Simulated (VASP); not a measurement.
# AlAs4 (I4mm) in VASP: single point with PBE

Aim: the single point of AlAs4 with PBE.

Program: VASP 6.6.1. These are calculated values, not measurements. Logs are shortened: lines on timing, memory, paths and dates and some standing lists are left out, and cuts for length are marked.

### Step 1. The cell of the first run

The typed cell holds 10 atoms: a = 7.302 Å, b = 7.302 Å, c = 4.286 Å, α = 90.00°, β = 90.00°, γ = 90.00°.

The cell was generated, and may not be a known phase.

### Step 2. Single point, PBE

Contents of INCAR:

```
PREC     = Accurate       # precision mode
ENCUT    = 510            # plane-wave cutoff, eV
EDIFF    = 1E-6           # SCF threshold, eV
ISMEAR   = 0              # smearing method
SIGMA    = 0.2            # smearing width, eV
LREAL    = F              # projectors in reciprocal space
LASPH    = T              # aspherical terms in the spheres
NELM     = 120            # most SCF steps
ALGO     = Normal         # electronic algorithm
ISIF     = 2              # what is computed and relaxed
LWAVE    = F              # write WAVECAR
LCHARG   = T              # write CHGCAR
GGA      = PE             # functional
LELF     = T              # ELF
LVHAR    = T            
NBANDS   = 74             # bands
GGA_COMPAT= F
```

Contents of KPOINTS:

```
regular mesh
0
Gamma
  3 3 3
```

Contents of POSCAR:

```
AlAs4
1.0
    7.3016531959      0.0000000000      0.0000000000
    0.0000000000      7.3016531959      0.0000000000
    0.0000000000      0.0000000000      4.2861182180
Al As
2 8
Direct
    0.0000000000      0.0000000000     -0.0000066547
    0.5000000000      0.5000000000      0.4999933453
    0.7423992034      0.4999933660      0.9997380462
    0.2576007966      0.5000066340      0.9997380462
    0.0000066340      0.2423992034      0.4997380462
    0.9999933660      0.7576007966      0.4997380462
    0.2423992034      0.0000066340      0.4997380462
    0.7576007966      0.9999933660      0.4997380462
    0.5000066340      0.2576007966      0.9997380462
    0.4999933660      0.7423992034      0.9997380462
```

Potentials or basis: VASP PAW PBE potentials, release 64 (Al, As_d).

Started as:

```
$ cat potpaw_PBE.64/Al/POTCAR potpaw_PBE.64/As_d/POTCAR > POTCAR
$ mpirun -np 1 vasp_std > vasp.out
```

OUTCAR:

```text
PREC = Accurate
   ENCUT = 510
   EDIFF = 1E-6
   ISMEAR = 0
   LREAL = F
   LASPH = T
   NELM = 120
   ISIF = 2
   GGA = PE

 ion  position               nearest neighbor table
   1  0.000  0.000  1.000-   5 2.78   6 2.78   7 2.78   8 2.78   5 2.78   6 2.78   7 2.78   8 2.78

   2  0.500  0.500  0.500-   3 2.78   4 2.78   9 2.78  10 2.78   3 2.78   4 2.78   9 2.78  10 2.78

   3  0.742  0.500  1.000-   9 2.50  10 2.50   2 2.78   2 2.78
   4  0.258  0.500  1.000-  10 2.50   9 2.50   2 2.78   2 2.78
   5  0.000  0.242  0.500-   7 2.50   8 2.50   1 2.78   1 2.78
   6  1.000  0.758  0.500-   8 2.50   7 2.50   1 2.78   1 2.78
   7  0.242  0.000  0.500-   5 2.50   6 2.50   1 2.78   1 2.78
   8  0.758  1.000  0.500-   6 2.50   5 2.50   1 2.78   1 2.78
   9  0.500  0.258  1.000-   3 2.50   4 2.50   2 2.78   2 2.78
  10  0.500  0.742  1.000-   4 2.50   3 2.50   2 2.78   2 2.78

  LATTYP: Found a simple tetragonal cell.
 ALAT       =     7.3016531959
 C/A-ratio  =     0.5870065454

  Lattice vectors:

 A1 = (   7.3016531959,   0.0000000000,   0.0000000000)
 A2 = (   0.0000000000,   7.3016531959,   0.0000000000)
 A3 = (   0.0000000000,   0.0000000000,   4.2861182180)

Analysis of symmetry for initial positions (statically):
=====================================================================
 Subroutine PRICEL returns:
 Original cell was already a primitive cell.

 Routine SETGRP: Setting up the symmetry group for a
 simple tetragonal supercell.

 Subroutine GETGRP returns: Found  8 space group operations
 (whereof  4 operations were pure point group operations)
 out of a pool of 16 trial point group operations.

The static configuration has the point symmetry C_2v.
 The point group associated with its full space group is C_4v.

Analysis of symmetry for dynamics (positions and initial velocities):
=====================================================================
 Subroutine PRICEL returns:
 Original cell was already a primitive cell.

 Routine SETGRP: Setting up the symmetry group for a
 simple tetragonal supercell.

 Subroutine GETGRP returns: Found  8 space group operations
 (whereof  4 operations were pure point group operations)
 out of a pool of 16 trial point group operations.

The dynamic configuration has the point symmetry C_2v.
 The point group associated with its full space group is C_4v.

 Subroutine INISYM returns: Found  8 space group operations
 (whereof  4 operations are pure point group operations),
 and found     1 'primitive' translations

----------------------------------------------------------------------------------------

                                     Primitive cell

  volume of cell :     228.5107

  direct lattice vectors                    reciprocal lattice vectors
     7.301653196  0.000000000  0.000000000     0.136955286  0.000000000  0.000000000
     0.000000000  7.301653196  0.000000000     0.000000000  0.136955286  0.000000000
     0.000000000  0.000000000  4.286118218     0.000000000  0.000000000  0.233311344

  length of vectors
     7.301653196  7.301653196  4.286118218     0.136955286  0.136955286  0.233311344

  position of ions in fractional coordinates (direct lattice)
     0.000000000  0.000000000  0.999993345
     0.500000000  0.500000000  0.499993345
     0.742399203  0.499993366  0.999738046
     0.257600797  0.500006634  0.999738046
     0.000006634  0.242399203  0.499738046
     0.999993366  0.757600797  0.499738046
     0.242399203  0.000006634  0.499738046
     0.757600797  0.999993366  0.499738046
     0.500006634  0.257600797  0.999738046
     0.499993366  0.742399203  0.999738046

  ion indices of the primitive-cell ions
   primitive index   ion index
                 1           1
                 2           2
                 3           3
                 4           4
                 5           5
                 6           6
                 7           7
                 8           8
                 9           9
                10          10

----------------------------------------------------------------------------------------

 KPOINTS: regular mesh

Automatic generation of k-mesh.
 Grid dimensions read from file:
 generate k-points for:    3    3    3

 Generating k-lattice:

  Cartesian coordinates                     Fractional coordinates (reciprocal lattice)
     0.045651762  0.000000000  0.000000000     0.333333333  0.000000000  0.000000000
     0.000000000  0.045651762  0.000000000     0.000000000  0.333333333  0.000000000
     0.000000000  0.000000000  0.077770448     0.000000000  0.000000000  0.333333333

  Length of vectors
     0.045651762  0.045651762  0.077770448

  Shift w.r.t. Gamma in fractional coordinates (k-lattice)
     0.000000000  0.000000000  0.000000000

 Subroutine IBZKPT returns following result:
 ===========================================

 Found      6 irreducible k-points:

 Following reciprocal coordinates:
            Coordinates               Weight
  0.000000  0.000000  0.000000      1.000000
  0.333333  0.000000  0.000000      4.000000
  0.333333  0.333333  0.000000      4.000000
  0.000000  0.000000  0.333333      2.000000
  0.333333  0.000000  0.333333      8.000000
  0.333333  0.333333  0.333333      8.000000
   k-points           NKPTS =      6   k-points in BZ     NKDIM =      6   number of bands    NBANDS=     74
   number of dos      NEDOS =    301   number of ions     NIONS =     10
   total plane-waves  NPLWV =  93312
   dimension x,y,z NGX =    54 NGY =   54 NGZ =   32
   dimension x,y,z NGXF=   108 NGYF=  108 NGZF=   64
   ions per type =               2   8
   NGX,Y,Z   is equivalent  to a cutoff of  12.29, 12.29, 12.41 a.u.
   NGXF,Y,Z  is equivalent  to a cutoff of  24.59, 24.59, 24.82 a.u.
 SYSTEM =  unknown system
   PREC   = accura    normal or accurate (medium, high low for compatibility)
   ISTART =      0    job   : 0-new  1-cont  2-samecut
   ICHARG =      2    charge: 1-file 2-atom 10-const
   ISPIN  =      1    spin polarized calculation?
   LNONCOLLINEAR =      F non collinear calculations
   LSORBIT =      F    spin-orbit coupling
   LASPH  =      T    aspherical Exc in radial PAW
   ENCUT  =  510.0 eV  37.48 Ry    6.12 a.u.  13.45 13.45  7.89*2*pi/ulx,y,z
   NELM   =    120;   NELMIN=  2; NELMDL= -5     # of ELM steps
   EDIFF  = 0.1E-05   stopping-criterion for ELM
   LREAL  =      F    real-space projection
   EDIFFG = 0.1E-04   stopping-criterion for IOM
   NSW    =      0    number of steps for IOM
   IBRION =     -1    ionic relax: 0-MD 1-quasi-New 2-CG
   NFREE  =      0    steps in history (QN), initial steepest desc. (CG)
   ISIF   =      2    stress and relaxation
   ISYM   =      2    0-nonsym 1-usesym 2-fastsym
   POTIM  = 0.5000    time-step for ionic-motion
   TEBEG  =    0.0;   TEEND  =   0.0 temperature during run
   PSTRESS=    0.0 pullay stress
   NELECT =     126.0000    total number of electrons
   NUPDOWN=      -1.0000    fix difference up-down
   EMIN   =  10.00;   EMAX   =-10.00  energy-range for DOS
   EFERMI =   0.00;   METHOD = LEGACY
   ISMEAR =     0;   SIGMA  =   0.20  broadening in eV -4-tet -1-fermi 0-gaus
   EFERMI_NEDOS =   21; number of points for ismear=-14 and -15
   IALGO  =     38    algorithm
   IMIX   =      4    mixing-type and parameters
     AMIX     =   0.40;   BMIX     =  1.00
     AMIX_MAG =   1.60;   BMIX_MAG =  1.00
  volume/ion in A,a.u.               =      22.85       154.21
  Fermi-wavevector in a.u.,A,eV,Ry     =   1.342444  2.536851 24.519818  1.802156
  Thomas-Fermi vector in A             =   2.470597
   LORBIT       =      0    0 simple, 1 ext, 2 COOP (PROOUT), +10 PAW based schemes
   GGA     = PE    functional components
   LHFCALC =     F    Hartree Fock is set to
   AEXX    =    0.0000 exact exchange contribution
   IVDW    =     0    specifies the selected vdW correction
   LEPSILON=     F    determine dielectric tensor
   LRPA    =     F    only Hartree local field effects (RPA)
 non-spin polarized calculation
 Gauss-broadening in eV      SIGMA  =   0.20
  energy-cutoff  :      510.00
  volume of cell :      228.51
 maximum number of plane-waves:      5983
 NGX is ok and might be reduce to    54
   NGX = 27   NGY = 27   NGZ = 15

 number of electron     125.9999809 magnetization

 Free energy of the ion-electron system (eV)
  ---------------------------------------------------
  ext. energy  EPLUGINS =         0.00000000
  ---------------------------------------------------
  free energy    TOTEN  =       -43.25761894 eV

  energy without entropy =      -43.17965011  energy(sigma->0) =      -43.21863452

 E-fermi :   3.4453     XC(G=0): -10.0260

 val. band max:        3.1702636166   @ k =   0.0000   0.0000   0.0000
 cond. band min:       3.4553118545   @ k =   0.3333   0.3333   0.3333
 fundamental gap:      0.2850482379
 Fermi energy:         3.4452883893

 k-point     1 :       0.0000    0.0000    0.0000
  band No.  band energies     occupation
      1     -32.5838      2.00000
      2     -32.5808      2.00000
      3     -32.5439      2.00000
      4     -32.5419      2.00000
      5     -32.5378      2.00000
      6     -32.5378      2.00000
[... 66 lines left out ...]
     73       6.4259      0.00000
     74       6.6643      0.00000

 k-point     2 :       0.3333    0.0000    0.0000
  band No.  band energies     occupation
      1     -32.5832      2.00000
      2     -32.5817      2.00000
      3     -32.5432      2.00000
      4     -32.5422      2.00000
      5     -32.5373      2.00000
      6     -32.5372      2.00000
[... 66 lines left out ...]
     73       6.9552      0.00000
     74       7.0106      0.00000

 k-point     3 :       0.3333    0.3333    0.0000
  band No.  band energies     occupation
      1     -32.5829      2.00000
      2     -32.5821      2.00000
      3     -32.5428      2.00000
      4     -32.5423      2.00000
      5     -32.5376      2.00000
      6     -32.5371      2.00000
[... 220 lines left out ...]
     73       7.2285      0.00000
     74       7.3545      0.00000

 k-point     6 :       0.3333    0.3333    0.3333
  band No.  band energies     occupation
      1     -32.5827      2.00000
      2     -32.5823      2.00000
      3     -32.5426      2.00000
      4     -32.5423      2.00000
      5     -32.5371      2.00000
      6     -32.5369      2.00000
[... 66 lines left out ...]
     73       7.8166      0.00000
     74       7.8183      0.00000

------------------------ aborting loop because EDIFF is reached ----------------------------------------

  FORCE on cell =-STRESS in cart. coord.  units (eV):
  Direction    XX          YY          ZZ          XY          YZ          ZX
  --------------------------------------------------------------------------------------
  -------------------------------------------------------------------------------------
  Total        0.5568779      0.5568779      0.0797106      0.0000000      0.0000000      0.0000000
  in kB        3.9044872      3.9044872      0.5588820      0.0000000      0.0000000      0.0000000
  external PRESSURE =       2.7892854 kB  Pullay stress =       0.0000000 kB

 VOLUME and BASIS-vectors are now :
 -----------------------------------------------------------------------------
  energy-cutoff  :      510.00
  volume of cell :      228.51
      direct lattice vectors                 reciprocal lattice vectors
     7.301653196  0.000000000  0.000000000     0.136955286  0.000000000  0.000000000
     0.000000000  7.301653196  0.000000000     0.000000000  0.136955286  0.000000000
     0.000000000  0.000000000  4.286118218     0.000000000  0.000000000  0.233311344

 POSITION                                       TOTAL-FORCE (eV/Angst)
 -----------------------------------------------------------------------------------
      0.00000      0.00000      4.28609         0.000000      0.000000     -0.004233
      3.65083      3.65083      2.14303         0.000000      0.000000     -0.004233
      5.42074      3.65078      4.28500         0.011777      0.000705      0.001058
      1.88091      3.65088      4.28500        -0.011777     -0.000705      0.001058
      0.00005      1.76991      2.14194        -0.000705      0.011777      0.001058
      7.30160      5.53174      2.14194         0.000705     -0.011777      0.001058
      1.76991      0.00005      2.14194         0.011777     -0.000705      0.001058
      5.53174      7.30160      2.14194        -0.011777      0.000705      0.001058
      3.65088      1.88091      4.28500        -0.000705     -0.011777      0.001058
      3.65078      5.42074      4.28500         0.000705      0.011777      0.001058
 -----------------------------------------------------------------------------------
    total drift:                                0.000000     -0.000000     -0.001432

  FREE ENERGIE OF THE ION-ELECTRON SYSTEM (eV)
  ---------------------------------------------------
  free  energy   TOTEN  =       -43.2576189385 eV

  energy  without entropy=      -43.1796501094  energy(sigma->0) =      -43.21863452
```

Run time: 86 s. Hardware: 1 thread of Intel Xeon Platinum 8488C (Sapphire Rapids), shared host; peak memory 0.31 GiB.

What came out:

```yaml
Free_energy: -43.2576 eV
Pressure: 0.3 GPa
Largest_force: 0.012 eV/Å
Band_gap_on_the_k_mesh: zero (bands 63 and 64 overlap by 1.07 eV)
```

Forces on the atoms (eV/Å):
```
Al   0.000  0.000 -0.004
Al   0.000  0.000 -0.004
As   0.012  0.001  0.001
As  -0.012 -0.001  0.001
As  -0.001  0.012  0.001
As   0.001 -0.012  0.001
As   0.012 -0.001  0.001
As  -0.012  0.001  0.001
As  -0.001 -0.012  0.001
As   0.001  0.012  0.001
```

Stress tensor (GPa, compression positive):
```
0.39 0.00 0.00
0.00 0.39 0.00
0.00 0.00 0.06
```

Caveat: the k points lie up to 0.49 Å⁻¹ apart, too coarse for converged energies and pressures of a metal.

The gap in the log of VASP goes by the Fermi energy; the results here count the filled bands.